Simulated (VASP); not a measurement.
Runs of VASP 6.6.1 on HfBe5. It takes space group P6/mmm (No. 191, hexagonal). Conventional cell: a = 4.519 Å, b = 4.519 Å, c = 3.440 Å, α = 90.00°, β = 90.00°, γ = 120.00°. Within 3.4 Å of Hf (site symmetry 6/mmm) lie 18 Be at 2.61 to 2.84 Å. Within 2.9 Å of Be (site symmetry -6m2) lie 9 Be at 2.16 to 2.61 Å and 3 Hf at 2.61 Å. Within 2.9 Å of Be (site symmetry mmm) lie 8 Be at 2.16 to 2.26 Å and 4 Hf at 2.84 Å. 

```csv
k mesh,gap on the mesh (eV),pressure (GPa)
3 × 3 × 4,none,(a)
5 × 5 × 6,none,-5.9
2 × 2 × 3,none,-5.7
4 × 4 × 5,none,(b)
3 × 3 × 3,none,-6.1
```

Alike in all rows: task single point; level LDA; potentials or basis VASP PAW LDA potentials, release 64 (Hf_pv, Be); no spin polarisation; cell as given; cutoff (eV) 520; smearing fermi-dirac 0.1 eV.

Fill in the values left out.

(a) -6.3; (b) -5.8.

Caveats: some runs use coarse meshes; spin-orbit coupling is left out, which moves the levels of the heavy elements.

A k mesh can miss the band edges, and the runs leave out spin-orbit coupling on Hf.

A gap of «none» marks levels without a gap at the run's occupations.
